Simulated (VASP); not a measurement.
# C (Fd-3m) in VASP: further runs

The runs below take C through single point, with PBEsol.

All numbers are computed with VASP 6.6.1; they aren't measurements. Logs are shortened: lines on timing, memory, paths and dates and some standing lists are left out, and cuts for length are marked.

## (1) The cell of the first run

Symmetry: Fd-3m, No. 227, cubic system. The conventional cell has a = 3.543 Å, b = 3.543 Å, c = 3.543 Å, α = 90.00°, β = 90.00°, γ = 90.00°. Within 2.0 Å of C (site symmetry -43m) lie 4 C at 1.53 Å.

## (2) Single point, PBEsol

Contents of INCAR:

```
PREC     = Accurate       # precision mode
ENCUT    = 520            # plane-wave cutoff, eV
EDIFF    = 1E-7           # SCF threshold, eV
ISMEAR   = 0              # smearing method
SIGMA    = 0.01           # smearing width, eV
LREAL    = F              # projectors in reciprocal space
LASPH    = T              # aspherical terms in the spheres
NELM     = 100            # most SCF steps
ALGO     = Normal         # electronic algorithm
ISIF     = 2              # what is computed and relaxed
LWAVE    = F              # write WAVECAR
LCHARG   = T              # write CHGCAR
GGA      = PS             # functional
LELF     = T              # ELF
LVHAR    = T            
NBANDS   = 11             # bands
```

Contents of KPOINTS:

```
regular mesh
0
Gamma
  12 12 12
```

Contents of POSCAR:

```
C
1.0
    1.7717161758      1.7717161758      0.0000000000
   -1.7717161758      1.7717161758      0.0000000000
    0.0000000000      1.7717161758      1.7717161758
C
2
Direct
    0.5000000000      0.5000000000      0.0000000000
    0.7500000000      0.2500000000      0.5000000000
```

Potentials or basis: VASP PAW PBE potentials, release 64 (C).

Command:

```
> cat potpaw_PBE.64/C/POTCAR > POTCAR
> mpirun -np 1 vasp_std > vasp.out
```

OUTCAR:

```text
PREC = Accurate
   ENCUT = 520
   EDIFF = 1E-7
   ISMEAR = 0
   LREAL = F
   LASPH = T
   NELM = 100
   ISIF = 2
   GGA = PS

 ion  position               nearest neighbor table
   1  0.500  0.500  0.000-   2 1.53   2 1.53   2 1.53   2 1.53
   2  0.750  0.250  0.500-   1 1.53   1 1.53   1 1.53   1 1.53

  LATTYP: Found a face centered cubic cell.
 ALAT       =     3.5434323516

  Lattice vectors:

 A1 = (   0.0000000000,   1.7717161758,   1.7717161758)
 A2 = (   1.7717161758,   0.0000000000,   1.7717161758)
 A3 = (   1.7717161758,   1.7717161758,   0.0000000000)

Analysis of symmetry for initial positions (statically):
=====================================================================
 Subroutine PRICEL returns:
 Original cell was already a primitive cell.

 Routine SETGRP: Setting up the symmetry group for a
 face centered cubic supercell.

 Subroutine GETGRP returns: Found 48 space group operations
 (whereof 24 operations were pure point group operations)
 out of a pool of 48 trial point group operations.

The static configuration has the point symmetry T_d .
 The point group associated with its full space group is O_h .

Analysis of symmetry for dynamics (positions and initial velocities):
=====================================================================
 Subroutine PRICEL returns:
 Original cell was already a primitive cell.

 Routine SETGRP: Setting up the symmetry group for a
 face centered cubic supercell.

 Subroutine GETGRP returns: Found 48 space group operations
 (whereof 24 operations were pure point group operations)
 out of a pool of 48 trial point group operations.

The dynamic configuration has the point symmetry T_d .
 The point group associated with its full space group is O_h .

 Subroutine INISYM returns: Found 48 space group operations
 (whereof 24 operations are pure point group operations),
 and found     1 'primitive' translations

----------------------------------------------------------------------------------------

                                     Primitive cell

  volume of cell :      11.1228

  direct lattice vectors                    reciprocal lattice vectors
     1.771716176  1.771716176  0.000000000     0.282212245  0.282212245 -0.282212245
    -1.771716176  1.771716176  0.000000000    -0.282212245  0.282212245 -0.282212245
     0.000000000  1.771716176  1.771716176     0.000000000  0.000000000  0.564424491

  length of vectors
     2.505585044  2.505585044  2.505585044     0.488805947  0.488805947  0.564424491

  position of ions in fractional coordinates (direct lattice)
     0.500000000  0.500000000  0.000000000
     0.750000000  0.250000000  0.500000000

  ion indices of the primitive-cell ions
   primitive index   ion index
                 1           1
                 2           2

----------------------------------------------------------------------------------------

 KPOINTS: regular mesh

Automatic generation of k-mesh.
 Grid dimensions read from file:
 generate k-points for:   12   12   12

 Generating k-lattice:

  Cartesian coordinates                     Fractional coordinates (reciprocal lattice)
     0.023517687  0.023517687 -0.023517687     0.083333333  0.000000000  0.000000000
    -0.023517687  0.023517687 -0.023517687     0.000000000  0.083333333  0.000000000
     0.000000000  0.000000000  0.047035374     0.000000000  0.000000000  0.083333333

  Length of vectors
     0.040733829  0.040733829  0.047035374

  Shift w.r.t. Gamma in fractional coordinates (k-lattice)
     0.000000000  0.000000000  0.000000000

 Subroutine IBZKPT returns following result:
 ===========================================

 Found     72 irreducible k-points:

 Following reciprocal coordinates:
            Coordinates               Weight
  0.000000  0.000000  0.000000      1.000000
  0.083333  0.000000  0.000000      8.000000
  0.166667  0.000000  0.000000      8.000000
  0.250000  0.000000  0.000000      8.000000
  0.333333  0.000000  0.000000      8.000000
  0.416667  0.000000  0.000000      8.000000
[... 16 lines left out ...]
  0.500000  0.166667  0.000000     24.000000
 -0.416667  0.166667  0.000000     24.000000
 [... further k-points ...]
   k-points           NKPTS =     72   k-points in BZ     NKDIM =     72   number of bands    NBANDS=     11
   number of dos      NEDOS =    301   number of ions     NIONS =      2
   total plane-waves  NPLWV =   8000
   dimension x,y,z NGX =    20 NGY =   20 NGZ =   20
   dimension x,y,z NGXF=    40 NGYF=   40 NGZF=   40
   ions per type =               2
   NGX,Y,Z   is equivalent  to a cutoff of  13.27, 13.27, 13.27 a.u.
   NGXF,Y,Z  is equivalent  to a cutoff of  26.54, 26.54, 26.54 a.u.
 SYSTEM =  unknown system
   PREC   = accura    normal or accurate (medium, high low for compatibility)
   ISTART =      0    job   : 0-new  1-cont  2-samecut
   ICHARG =      2    charge: 1-file 2-atom 10-const
   ISPIN  =      1    spin polarized calculation?
   LNONCOLLINEAR =      F non collinear calculations
   LSORBIT =      F    spin-orbit coupling
   LASPH  =      T    aspherical Exc in radial PAW
   ENCUT  =  520.0 eV  38.22 Ry    6.18 a.u.   4.66  4.66  4.66*2*pi/ulx,y,z
   NELM   =    100;   NELMIN=  2; NELMDL= -5     # of ELM steps
   EDIFF  = 0.1E-06   stopping-criterion for ELM
   LREAL  =      F    real-space projection
   EDIFFG = 0.1E-05   stopping-criterion for IOM
   NSW    =      0    number of steps for IOM
   IBRION =     -1    ionic relax: 0-MD 1-quasi-New 2-CG
   NFREE  =      0    steps in history (QN), initial steepest desc. (CG)
   ISIF   =      2    stress and relaxation
   ISYM   =      2    0-nonsym 1-usesym 2-fastsym
   POTIM  = 0.5000    time-step for ionic-motion
   TEBEG  =    0.0;   TEEND  =   0.0 temperature during run
   PSTRESS=    0.0 pullay stress
   NELECT =       8.0000    total number of electrons
   NUPDOWN=      -1.0000    fix difference up-down
   EMIN   =  10.00;   EMAX   =-10.00  energy-range for DOS
   EFERMI =   0.00;   METHOD = LEGACY
   ISMEAR =     0;   SIGMA  =   0.01  broadening in eV -4-tet -1-fermi 0-gaus
   EFERMI_NEDOS =   21; number of points for ismear=-14 and -15
   IALGO  =     38    algorithm
   IMIX   =      4    mixing-type and parameters
     AMIX     =   0.40;   BMIX     =  1.00
     AMIX_MAG =   1.60;   BMIX_MAG =  1.00
  volume/ion in A,a.u.               =       5.56        37.53
  Fermi-wavevector in a.u.,A,eV,Ry     =   1.466788  2.771827 29.272486  2.151467
  Thomas-Fermi vector in A             =   2.582484
   LORBIT       =      0    0 simple, 1 ext, 2 COOP (PROOUT), +10 PAW based schemes
   GGA     = PS    functional components
   LHFCALC =     F    Hartree Fock is set to
   AEXX    =    0.0000 exact exchange contribution
   IVDW    =     0    specifies the selected vdW correction
   LEPSILON=     F    determine dielectric tensor
   LRPA    =     F    only Hartree local field effects (RPA)
 non-spin polarized calculation
 Gauss-broadening in eV      SIGMA  =   0.01
  energy-cutoff  :      520.00
  volume of cell :       11.12
 maximum number of plane-waves:       310
   NGX =  9   NGY =  9   NGZ =  9

 number of electron       7.9999999 magnetization

 Free energy of the ion-electron system (eV)
  ---------------------------------------------------
  ext. energy  EPLUGINS =         0.00000000
  ---------------------------------------------------
  free energy    TOTEN  =       -19.24765800 eV

  energy without entropy =      -19.24765800  energy(sigma->0) =      -19.24765800

 E-fermi :  10.1524     XC(G=0): -13.5302

 val. band max:        9.9959824992   @ k =   0.0000   0.0000   0.0000
 cond. band min:      14.0770351323   @ k =  -0.3333   0.3333   0.0000
 fundamental gap:      4.0810526331
 Fermi energy:        10.1523894477

 k-point     1 :       0.0000    0.0000    0.0000
  band No.  band energies     occupation
      1     -11.7923      2.00000
      2       9.9960      2.00000
      3       9.9960      2.00000
      4       9.9960      2.00000
      5      15.5893      0.00000
      6      15.5893      0.00000
      7      15.5893      0.00000
      8      23.8156      0.00000
      9      29.2088      0.00000
     10      36.6824      0.00000
     11      36.6824      0.00000

 k-point     2 :       0.0833    0.0000    0.0000
  band No.  band energies     occupation
      1     -11.5967      2.00000
      2       8.7413      2.00000
      3       9.6631      2.00000
      4       9.6631      2.00000
      5      16.0248      0.00000
      6      16.0248      0.00000
      7      16.3328      0.00000
      8      23.9554      0.00000
      9      29.5374      0.00000
     10      34.4191      0.00000
     11      34.4191      0.00000

 k-point     3 :       0.1667    0.0000    0.0000
  band No.  band energies     occupation
      1     -11.0126      2.00000
      2       6.1632      2.00000
      3       8.9441      2.00000
      4       8.9441      2.00000
      5      16.9646      0.00000
      6      16.9646      0.00000
      7      17.4772      0.00000
      8      24.3500      0.00000
      9      30.2243      0.00000
     10      32.7892      0.00000
     11      32.7892      0.00000

 k-point     4 :       0.2500    0.0000    0.0000
  band No.  band energies     occupation
      1     -10.0477      2.00000
      2       3.2786      2.00000
      3       8.2060      2.00000
      4       8.2060      2.00000
      5      17.8287      0.00000
      6      17.8287      0.00000
      7      18.2935      0.00000
      8      24.8893      0.00000
      9      30.6780      0.00000
     10      32.3753      0.00000
     11      32.3753      0.00000
[... 239 lines left out ...]
 k-point    22 :       0.4167    0.1667    0.0000
  band No.  band energies     occupation
      1      -5.4496      2.00000
      2      -2.8036      2.00000
      3       4.4129      2.00000
      4       6.3200      2.00000
      5      17.4998      0.00000
      6      20.2958      0.00000
      7      21.4314      0.00000
      8      25.5698      0.00000
      9      29.4532      0.00000
     10      34.2354      0.00000
     11      34.7749      0.00000

 k-point    23 :       0.5000    0.1667    0.0000
  band No.  band energies     occupation
      1      -5.9080      2.00000
      2      -2.2570      2.00000
      3       4.9145      2.00000
      4       5.9301      2.00000
      5      17.0534      0.00000
      6      20.7965      0.00000
      7      21.4584      0.00000
      8      24.3558      0.00000
      9      30.1623      0.00000
     10      34.0490      0.00000
     11      36.6979      0.00000

 k-point    24 :      -0.4167    0.1667    0.0000
  band No.  band energies     occupation
      1      -7.5425      2.00000
      2       0.0476      2.00000
      3       5.6514      2.00000
      4       5.8377      2.00000
      5      16.6433      0.00000
      6      21.0866      0.00000
      7      21.3216      0.00000
      8      22.7105      0.00000
      9      31.0968      0.00000
     10      32.6873      0.00000
     11      37.5187      0.00000

 [... further k-points ...]
[... 5 lines left out ...]
  --------------------------------------------------------------------------------------
  -------------------------------------------------------------------------------------
  Total        0.3582396      0.3582396      0.3582396      0.0000000      0.0000000      0.0000000
  in kB       51.6026125     51.6026125     51.6026125      0.0000000      0.0000000      0.0000000
  external PRESSURE =      51.6026125 kB  Pullay stress =       0.0000000 kB

 VOLUME and BASIS-vectors are now :
 -----------------------------------------------------------------------------
  energy-cutoff  :      520.00
  volume of cell :       11.12
      direct lattice vectors                 reciprocal lattice vectors
     1.771716176  1.771716176  0.000000000     0.282212245  0.282212245 -0.282212245
    -1.771716176  1.771716176  0.000000000    -0.282212245  0.282212245 -0.282212245
     0.000000000  1.771716176  1.771716176     0.000000000  0.000000000  0.564424491

 POSITION                                       TOTAL-FORCE (eV/Angst)
 -----------------------------------------------------------------------------------
      0.00000      1.77172      0.00000         0.000000     -0.000000     -0.000000
      0.88586      2.65757      0.88586        -0.000000      0.000000      0.000000
 -----------------------------------------------------------------------------------
    total drift:                                0.000000     -0.000000      0.000000

  FREE ENERGIE OF THE ION-ELECTRON SYSTEM (eV)
  ---------------------------------------------------
  free  energy   TOTEN  =       -19.2476580038 eV

  energy  without entropy=      -19.2476580038  energy(sigma->0) =      -19.24765800
```

Wall time 14 s (1 thread of Intel Xeon 8259CL, shared host); peak memory 0.12 GiB.

What came out:

```
Free energy            : -19.2477 eV
Pressure               : 5.2 GPa
Band gap on the k mesh : 4.08 eV, indirect (least direct gap 5.59 eV)
```

Levels at points of the mesh, in eV from the valence-band top:
```
           k point  band 1  band 2  band 3  band 4  band 5  band 6  band 7  band 8
(0.00, 0.00, 0.00)  -21.79    0.00    0.00    0.00    5.59    5.59    5.59   13.82
(0.50, 0.00, 0.00)  -15.84  -13.69   -2.86   -2.86    8.47    8.47    9.11   15.66
(0.50, 0.50, 0.00)  -12.92  -12.92   -6.46   -6.46    4.64    4.64   17.09   17.09
```

Caveat: the PAW data sets were made with another functional, which shifts forces and pressure a little. PBEsol gaps usually lie below the measured ones, often by a third to a half.

## (3) Single point, PBEsol

This run uses another cell than the first one, of 5.53 Å³/atom, 0.994 times its volume.

Contents of INCAR:

```
PREC = Accurate ; ENCUT = 520
EDIFF = 1E-6 ; ISMEAR = 0
SIGMA = 0.01 ; LREAL = F
LASPH = T ; NELM = 100
ALGO = Normal ; ISIF = 2
LWAVE = F ; LCHARG = F
GGA = PS ; NBANDS = 11
```

KPOINTS is that of step 2.

Contents of POSCAR:

```
C
1.0
    1.7679599696      1.7679599696      0.0000000000
   -1.7679599696      1.7679599696      0.0000000000
    0.0000000000      1.7679599696      1.7679599696
C
2
Direct
    0.5000000000      0.5000000000      0.0000000000
    0.7500000000      0.2500000000      0.5000000000
```

Potentials or basis: VASP PAW PBE potentials, release 64 (C).

Command:

```
> cat potpaw_PBE.64/C/POTCAR > POTCAR
> mpirun -np 1 vasp_std > vasp.out
```

OUTCAR:

```text
PREC = Accurate
   ENCUT = 520
   EDIFF = 1E-6
   ISMEAR = 0
   LREAL = F
   LASPH = T
   NELM = 100
   ISIF = 2
   GGA = PS

 ion  position               nearest neighbor table
   1  0.500  0.500  0.000-   2 1.53   2 1.53   2 1.53   2 1.53
   2  0.750  0.250  0.500-   1 1.53   1 1.53   1 1.53   1 1.53

  LATTYP: Found a face centered cubic cell.
 ALAT       =     3.5359199392

  Lattice vectors:

 A1 = (   0.0000000000,   1.7679599696,   1.7679599696)
 A2 = (   1.7679599696,   0.0000000000,   1.7679599696)
 A3 = (   1.7679599696,   1.7679599696,   0.0000000000)

Analysis of symmetry for initial positions (statically):
=====================================================================
 Subroutine PRICEL returns:
 Original cell was already a primitive cell.

 Routine SETGRP: Setting up the symmetry group for a
 face centered cubic supercell.

 Subroutine GETGRP returns: Found 48 space group operations
 (whereof 24 operations were pure point group operations)
 out of a pool of 48 trial point group operations.

The static configuration has the point symmetry T_d .
 The point group associated with its full space group is O_h .

Analysis of symmetry for dynamics (positions and initial velocities):
[... 164 lines left out ...]
 fundamental gap:      4.0959574776
 Fermi energy:        10.2408978484

 k-point     1 :       0.0000    0.0000    0.0000
  band No.  band energies     occupation
      1     -11.7856      2.00000
      2      10.0896      2.00000
      3      10.0896      2.00000
      4      10.0896      2.00000
      5      15.7004      0.00000
      6      15.7004      0.00000
      7      15.7004      0.00000
      8      24.0564      0.00000
      9      29.3860      0.00000
     10      36.8476      0.00000
     11      36.8476      0.00000
[... 309 lines left out ...]
 k-point    24 :      -0.4167    0.1667    0.0000
  band No.  band energies     occupation
      1      -7.5160      2.00000
      2       0.0970      2.00000
      3       5.7259      2.00000
      4       5.9054      2.00000
      5      16.7606      0.00000
      6      21.2286      0.00000
      7      21.4900      0.00000
      8      22.8597      0.00000
      9      31.2733      0.00000
     10      32.9012      0.00000
     11      37.7034      0.00000

 [... further k-points ...]
[... 5 lines left out ...]
  --------------------------------------------------------------------------------------
  -------------------------------------------------------------------------------------
  Total        0.5643689      0.5643689      0.5643689     -0.0000000      0.0000000      0.0000000
  in kB       81.8137616     81.8137616     81.8137616     -0.0000000      0.0000000      0.0000000
  external PRESSURE =      81.8137616 kB  Pullay stress =       0.0000000 kB

 VOLUME and BASIS-vectors are now :
 -----------------------------------------------------------------------------
  energy-cutoff  :      520.00
  volume of cell :       11.05
      direct lattice vectors                 reciprocal lattice vectors
     1.767959970  1.767959970  0.000000000     0.282811833  0.282811833 -0.282811833
    -1.767959970  1.767959970  0.000000000    -0.282811833  0.282811833 -0.282811833
     0.000000000  1.767959970  1.767959970     0.000000000  0.000000000  0.565623666

 POSITION                                       TOTAL-FORCE (eV/Angst)
 -----------------------------------------------------------------------------------
      0.00000      1.76796      0.00000        -0.000000      0.000000     -0.000000
      0.88398      2.65194      0.88398         0.000000     -0.000000      0.000000
 -----------------------------------------------------------------------------------
    total drift:                                0.000000     -0.000000      0.000000

  FREE ENERGIE OF THE ION-ELECTRON SYSTEM (eV)
  ---------------------------------------------------
  free  energy   TOTEN  =       -19.2446369340 eV

  energy  without entropy=      -19.2446369340  energy(sigma->0) =      -19.24463693
```

OSZICAR:

```text
N       E                     dE             d eps       ncg     rms          rms(c)
DAV:   1    -0.488920990263E+00   -0.48892E+00   -0.47390E+03  1670   0.695E+02
DAV:   2    -0.196221274204E+02   -0.19133E+02   -0.18595E+02  2041   0.127E+02
DAV:   3    -0.199594849165E+02   -0.33736E+00   -0.33630E+00  1857   0.129E+01
DAV:   4    -0.199600341990E+02   -0.54928E-03   -0.54927E-03  1718   0.629E-01
DAV:   5    -0.199600347833E+02   -0.58431E-06   -0.58433E-06  1781   0.195E-02    0.579E+00
DAV:   6    -0.194286770338E+02    0.53136E+00   -0.27338E-01  1617   0.364E+00    0.341E+00
DAV:   7    -0.192439993384E+02    0.18468E+00   -0.32678E-01  1728   0.402E+00    0.729E-01
DAV:   8    -0.192446115450E+02   -0.61221E-03   -0.79175E-03  1673   0.702E-01    0.297E-02
DAV:   9    -0.192446288611E+02   -0.17316E-04   -0.14613E-05  1899   0.347E-02    0.219E-02
DAV:  10    -0.192446370820E+02   -0.82209E-05   -0.33788E-06  1725   0.162E-02    0.451E-03
DAV:  11    -0.192446369340E+02    0.14806E-06   -0.88802E-08   958   0.262E-03
   1 F= -.19244637E+02 E0= -.19244637E+02  d E =-.388532-104
```

Run time: 12 s. Hardware: 1 thread of Intel Xeon 8259CL, shared host; peak memory 0.12 GiB.

What came out:

```
Free energy            : -19.2446 eV
Pressure               : 8.2 GPa
Band gap on the k mesh : 4.10 eV, indirect (least direct gap 5.61 eV)
```

Caveat: the PAW data sets were made with another functional, which shifts forces and pressure a little. As with any semilocal functional, this PBEsol gap is likely too small.

[end of part 1 of 2]
